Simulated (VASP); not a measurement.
BiClO, 6 atoms in the cell. The structure is tetragonal, space group P4/nmm (No. 129). The conventional cell has a = 3.886 Å, b = 3.886 Å, c = 7.349 Å, α = 90.00°, β = 90.00°, γ = 90.00°. Within 3.1 Å of Bi (site symmetry 4mm) lie 4 O at 2.31 Å and 4 Cl at 3.06 Å. Within 4.0 Å of Cl (site symmetry 4mm) lie 6 Bi at 3.06 to 3.85 Å and 4 O at 3.24 Å and 8 Cl at 3.50 to 3.89 Å. Within 3.1 Å of O (site symmetry -4m2) lie 4 Bi at 2.31 Å and 4 O at 2.75 Å. 

| Quantity | Value |
| --- | --- |
| Program | VASP 6.6.1 |
| Task | relaxation of cell and atoms |
| Functional | LDA |
| Potentials or basis | VASP PAW LDA potentials, release 64 (Bi_d, Cl, O) |
| Cutoff | 600 eV |
| k mesh | 6 × 6 × 4 |
| Occupations | gaussian, width 0.02 eV |
| Spin | no spin polarisation |
| Dipole correction | no |
| Further INCAR settings | ALGO = Normal; EDIFF = 1e-06; IBRION = 2; EDIFFG = -0.005; NSW = 100; ISIF = 3 |

Potentials or basis: VASP PAW LDA potentials, release 64 (Bi_d, Cl, O).

The run is started by

```bash
$ cat potpaw_LDA.64/Bi_d/POTCAR potpaw_LDA.64/Cl/POTCAR potpaw_LDA.64/O/POTCAR > POTCAR
$ mpirun -np 1 vasp_std > vasp.out
```

Hardware: 1 thread of Intel(R) Xeon(R) 6975P-C (Granite Rapids), on a shared host.

Question: How long does it take, and how much memory?

Answer: Run time: 7.2 min on 1 thread of Intel(R) Xeon(R) 6975P-C (Granite Rapids), on a shared host, peak memory 0.29 GiB. Counts: scf iterations 142, k points 30, ion steps 25.
